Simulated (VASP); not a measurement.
# K8Mg7TiF24 (a cell with a defect) in VASP: single point with PBEsol

Aim: the single point of K8Mg7TiF24 (a cell with a defect) with PBEsol.

Program: VASP 6.6.1. These are calculated values, not measurements. Logs are shortened: lines on timing, memory, paths and dates and some standing lists are left out, and cuts for length are marked.

## Step 1: The cell of the first run

The cell holds a defect, 40 atoms: a = 7.983 Å, b = 7.983 Å, c = 7.983 Å, α = 90.00°, β = 90.00°, γ = 90.00°.

## Step 2: Single point, PBEsol

Contents of INCAR:

```
SYSTEM = K8Mg7TiF24
PREC = Accurate ; ENCUT = 520
EDIFF = 1E-6 ; ISMEAR = -1
SIGMA = 0.05 ; LREAL = Auto
LASPH = .TRUE. ; NELM = 80
ALGO = Normal ; ISIF = 2
LWAVE = .FALSE. ; LCHARG = .TRUE.
GGA = PS ; LELF = .TRUE.
LVHAR = .TRUE. ; NBANDS = 159
ISYM = 0
```

Contents of KPOINTS:

```
Automatic mesh
0
Gamma
  1 1 1
  0.25 0.25 0.25
```

Contents of POSCAR:

```
K8Mg7TiF24
1.0
    7.9825440000      0.0000000000      0.0000000000
    0.0000000000      7.9825440000      0.0000000000
    0.0000000000      0.0000000000      7.9825440000
K Ti Mg F
8 1 7 24
Direct
    0.9977940000      0.9831160000      0.9939270000
    0.0040910000      0.9958320000      0.5043440000
    0.9977100000      0.5136850000      0.9818060000
    0.9995280000      0.5090660000      0.5094790000
    0.4982250000      0.9952690000      0.0015920000
    0.4937560000      0.9807570000      0.5069590000
    0.5063030000      0.5130590000      0.9924810000
    0.2191400000      0.2510740000      0.2235900000
    0.4981470000      0.3912300000      0.4611620000
    0.2510550000      0.2549680000      0.7461220000
    0.2546550000      0.7406400000      0.2601100000
    0.2519170000      0.7491680000      0.7521410000
    0.7467700000      0.2445210000      0.2407710000
    0.7537500000      0.2552160000      0.7498190000
    0.7463380000      0.7473070000      0.2579760000
    0.7471640000      0.7521740000      0.7491410000
    0.3253470000      0.2597300000      0.9627990000
    0.2660860000      0.2589000000      0.5127240000
    0.2515730000      0.7274540000      0.0047400000
    0.2386770000      0.7644790000      0.5084380000
    0.7305810000      0.2533240000      0.9947410000
    0.7463080000      0.2581420000      0.4982970000
    0.7507890000      0.7445860000      0.0042490000
    0.7593710000      0.7655480000      0.5035690000
    0.9529460000      0.3437720000      0.2399770000
    0.0019830000      0.2431150000      0.7592560000
    0.9951160000      0.7024920000      0.2504380000
    0.9985310000      0.7623730000      0.7566070000
    0.5151140000      0.2125890000      0.2737390000
    0.5104390000      0.2894450000      0.7019880000
    0.5031620000      0.7934250000      0.2457770000
    0.5004110000      0.7501230000      0.7561980000
    0.1999400000      0.9665990000      0.2418620000
    0.2560890000      0.0015620000      0.7566740000
    0.3303890000      0.5171580000      0.3105930000
    0.2361390000      0.5040730000      0.7449000000
    0.7892720000      0.0011080000      0.2458150000
    0.7400740000      0.0060780000      0.7530880000
    0.6722020000      0.5010540000      0.2860510000
    0.7658890000      0.5040720000      0.7530270000
```

Potentials or basis: VASP PAW PBE potentials, release 64 (K_sv, Ti_sv, Mg, F).

The run is started by

```sh
> cat potpaw_PBE.64/K_sv/POTCAR potpaw_PBE.64/Ti_sv/POTCAR potpaw_PBE.64/Mg/POTCAR potpaw_PBE.64/F/POTCAR > POTCAR
> mpirun -np 1 vasp_std > vasp.out
```

OUTCAR:

```text
SYSTEM = K8Mg7TiF24
   PREC = Accurate
   ENCUT = 520
   EDIFF = 1E-6
   ISMEAR = -1
   LREAL = Auto
   LASPH = .TRUE.
   NELM = 80
   ISIF = 2
   GGA = PS
   ISYM = 0

 ion  position               nearest neighbor table
   1  0.998  0.983  0.994-  33 2.56  28 2.59  37 2.61  23 2.74  26 2.80  34 2.80  38 2.82   8 3.33
                            16 3.35  12 3.37  15 3.47  13 3.50  14 3.51  11 3.53  10 3.57   3 3.75
   2  0.004  0.996  0.504-  33 2.62  20 2.63  24 2.68  37 2.68  28 2.74  26 2.84  34 2.85  12 3.42
                            16 3.44  10 3.45  11 3.46  15 3.47  14 3.48   8 3.48  13 3.55
   3  0.998  0.514  0.982-  25 2.49  40 2.60  27 2.62  19 2.66  28 2.68  36 2.68  23 2.70  26 2.80
                            12 3.32  16 3.33   8 3.35  14 3.39  10 3.45  15 3.52  11 3.52  13 3.59
   4  1.000  0.509  0.509-  25 2.55  27 2.58  36 2.66  40 2.69  20 2.79  24 2.81  28 2.82  22 2.85
                            16 3.39  12 3.39  11 3.40  14 3.41  10 3.42  15 3.43   8 3.54  13 3.62
   5  0.498  0.995  0.002-  31 2.53  17 2.54  34 2.75  32 2.77  38 2.77  21 2.77  29 2.78  23 2.84
                            13 3.40  12 3.42  16 3.43  15 3.47  11 3.49   8 3.50  10 3.51  14 3.54
   6  0.494  0.981  0.507-  31 2.57  29 2.63  20 2.67  32 2.71  24 2.73  34 2.76  38 2.79   9 3.30
                            12 3.31  16 3.34  11 3.35  15 3.39  10 3.49  14 3.59  13 3.61
   7  0.506  0.513  0.992-  17 2.50  19 2.66  32 2.67  23 2.69  39 2.69  21 2.74  40 2.82  16 3.33
                            12 3.37  15 3.41  14 3.45  11 3.45  13 3.49  10 3.50   8 3.61
   8  0.219  0.251  0.224-  17 2.25  25 2.25  33 2.28  18 2.34  35 2.40  29 2.42   9 3.13   1 3.33
                             3 3.35   2 3.48   5 3.50   4 3.54   7 3.61
   9  0.498  0.391  0.461-  35 2.06  29 2.07  30 2.09  39 2.16  18 2.17  22 2.27  13 2.90   8 3.13
[... 25 lines left out ...]
  27  0.995  0.702  0.250-  15 2.02  11 2.10   4 2.58   3 2.62
  28  0.999  0.762  0.757-  16 2.01  12 2.03   1 2.59   3 2.68   2 2.74   4 2.82
  29  0.515  0.213  0.274-  13 1.89   9 2.07   8 2.42   6 2.63   5 2.78
  30  0.510  0.289  0.702-  14 2.00   9 2.09  10 2.12
  31  0.503  0.793  0.246-  15 1.98  11 2.03   5 2.53   6 2.57
  32  0.500  0.750  0.756-  16 1.97  12 1.98   7 2.67   6 2.71   5 2.77
  33  0.200  0.967  0.242-  11 1.86   8 2.28   1 2.56   2 2.62
  34  0.256  0.002  0.757-  12 2.02  10 2.02   5 2.75   6 2.76   1 2.80   2 2.85
  35  0.330  0.517  0.311-  11 1.93   9 2.06   8 2.40
  36  0.236  0.504  0.745-  12 1.96  10 1.99   4 2.66   3 2.68
  37  0.789  0.001  0.246-  13 1.97  15 2.06   1 2.61   2 2.68
  38  0.740  0.006  0.753-  14 1.99  16 2.03   5 2.77   6 2.79   1 2.82
  39  0.672  0.501  0.286-  15 2.07   9 2.16  13 2.16   7 2.69
  40  0.766  0.504  0.753-  16 1.99  14 1.99   3 2.60   4 2.69   7 2.82

IMPORTANT INFORMATION: All symmetrisations will be switched off!
NOSYMM: (Re-)initialisation of all symmetry stuff for point group C_1.

----------------------------------------------------------------------------------------

                                     Primitive cell

  volume of cell :     508.6558

  direct lattice vectors                    reciprocal lattice vectors
     7.982544000  0.000000000  0.000000000     0.125273346  0.000000000  0.000000000
[... 160 lines left out ...]
     AMIX     =   0.40;   BMIX     =  1.00
     AMIX_MAG =   1.60;   BMIX_MAG =  1.00
  volume/ion in A,a.u.               =      12.72        85.81
  Fermi-wavevector in a.u.,A,eV,Ry     =   1.318947  2.492449 23.668988  1.739622
  Thomas-Fermi vector in A             =   2.448880
   LORBIT       =      0    0 simple, 1 ext, 2 COOP (PROOUT), +10 PAW based schemes
   GGA     = PS    functional components
   LHFCALC =     F    Hartree Fock is set to
   AEXX    =    0.0000 exact exchange contribution
   IVDW    =     0    specifies the selected vdW correction
   LEPSILON=     F    determine dielectric tensor
   LRPA    =     F    only Hartree local field effects (RPA)
 non-spin polarized calculation
  energy-cutoff  :      520.00
  volume of cell :      508.66
 maximum number of plane-waves:     13679
   NGX = 29   NGY = 29   NGZ = 29

 number of electron     266.0000001 magnetization

 Free energy of the ion-electron system (eV)
  ---------------------------------------------------
  ext. energy  EPLUGINS =         0.00000000
  ---------------------------------------------------
  free energy    TOTEN  =      -201.47203576 eV

  energy without entropy =     -201.33390865  energy(sigma->0) =     -201.40297220

 E-fermi :   5.0272     XC(G=0):  -9.9632

 val. band max:        5.0191665462   @ k =  -0.2500   0.2500   0.2500
 cond. band min:       5.0335416447   @ k =   0.2500  -0.2500   0.2500
 fundamental gap:      0.0143750986
 Fermi energy:         5.0271909797

 k-point     1 :       0.2500    0.2500    0.2500
  band No.  band energies     occupation
      1     -53.0519      2.00000
      2     -29.8642      2.00000
      3     -29.6003      2.00000
      4     -29.2177      2.00000
      5     -27.1325      2.00000
      6     -27.0501      2.00000
[... 581 lines left out ...]
    144       8.6882      0.00000
    145       8.8064      0.00000
 [bands above 145 left out]

------------------------ aborting loop because EDIFF is reached ----------------------------------------

  FORCE on cell =-STRESS in cart. coord.  units (eV):
  Direction    XX          YY          ZZ          XY          YZ          ZX
  --------------------------------------------------------------------------------------
  -------------------------------------------------------------------------------------
  Total       10.8219936     10.6653311     14.1761235      0.2826842      2.2956944     -0.8324900
  in kB       34.0874013     33.5939413     44.6523280      0.8904061      7.2310387     -2.6221989
  external PRESSURE =      37.4445569 kB  Pullay stress =       0.0000000 kB

 VOLUME and BASIS-vectors are now :
 -----------------------------------------------------------------------------
  energy-cutoff  :      520.00
  volume of cell :      508.66
      direct lattice vectors                 reciprocal lattice vectors
     7.982544000  0.000000000  0.000000000     0.125273346  0.000000000  0.000000000
     0.000000000  7.982544000  0.000000000     0.000000000  0.125273346  0.000000000
     0.000000000  0.000000000  7.982544000     0.000000000  0.000000000  0.125273346

 POSITION                                       TOTAL-FORCE (eV/Angst)
 -----------------------------------------------------------------------------------
      7.96493      7.84777      7.93407        -0.000352      0.011866     -0.003036
      0.03266      7.94927      4.02595        -0.004475      0.010149      0.008980
      7.96426      4.10051      7.83731         0.002361     -0.007788     -0.003317
      7.97878      4.06364      4.06694         0.006087     -0.006240      0.001730
      3.97710      7.94478      0.01271        -0.001164      0.002415     -0.003124
      3.94143      7.82894      4.04682         0.003811      0.003754      0.005337
[... 32 lines left out ...]
      5.36588      3.99969      2.28341         0.021249      0.014970     -0.001936
      6.11374      4.02378      6.01107        -0.014862     -0.001656     -0.006805
 -----------------------------------------------------------------------------------
    total drift:                                0.002836     -0.017158      0.009235

  FREE ENERGIE OF THE ION-ELECTRON SYSTEM (eV)
  ---------------------------------------------------
  free  energy   TOTEN  =      -201.4720357599 eV

  energy  without entropy=     -201.3339086463  energy(sigma->0) =     -201.40297220
```

Wall time 12 min (1 thread of Intel Xeon Platinum 8259CL at 2.50GHz (Skylake/Cascade Lake), shared host); peak memory 0.61 GiB.

What came out:

```yaml
Free_energy: -201.4720 eV
Pressure: 3.7 GPa
Largest_force: 0.079 eV/Å
Band_gap_on_the_k_mesh: 0.01 eV
```

Forces on the atoms (eV/Å):
```
K    0.000  0.012 -0.003
K   -0.004  0.010  0.009
K    0.002 -0.008 -0.003
K    0.006 -0.006  0.002
K   -0.001  0.002 -0.003
K    0.004  0.004  0.005
K    0.002 -0.002  0.003
K    0.000  0.007 -0.003
Ti   0.037  0.057  0.040
Mg  -0.005  0.003  0.006
Mg   0.007 -0.013  0.004
Mg   0.003 -0.008  0.001
Mg  -0.011 -0.007 -0.004
Mg  -0.004  0.003  0.003
Mg  -0.004  0.000  0.000
Mg  -0.001  0.000 -0.001
F    0.001 -0.005 -0.059
F   -0.004 -0.017  0.041
F    0.002  0.009  0.003
F    0.007 -0.010 -0.003
F    0.014  0.000  0.001
F    0.002 -0.008  0.002
F   -0.001  0.007  0.007
F   -0.006 -0.013 -0.005
F   -0.062  0.006  0.002
F    0.007  0.002 -0.003
F    0.003  0.021  0.001
F   -0.002 -0.005 -0.010
F    0.030 -0.027 -0.025
F   -0.001 -0.016  0.029
F    0.004 -0.023  0.005
F    0.001 -0.001 -0.005
F    0.008 -0.059  0.007
F   -0.008  0.005 -0.003
F   -0.032  0.068 -0.022
F    0.018  0.002 -0.006
F   -0.019 -0.002  0.000
F    0.003  0.001 -0.001
F    0.021  0.015 -0.002
F   -0.015 -0.002 -0.007
```

Levels at points of the mesh, in eV from the valence-band top:
```csv
k point,band 131,band 132,band 133,band 134,band 135,band 136
"(0.25, 0.25, 0.25)",-6.46,-6.39,0.00,0.02,0.42,0.78
```

Caveat: the PAW data sets were made with another functional, which shifts forces and pressure a little.
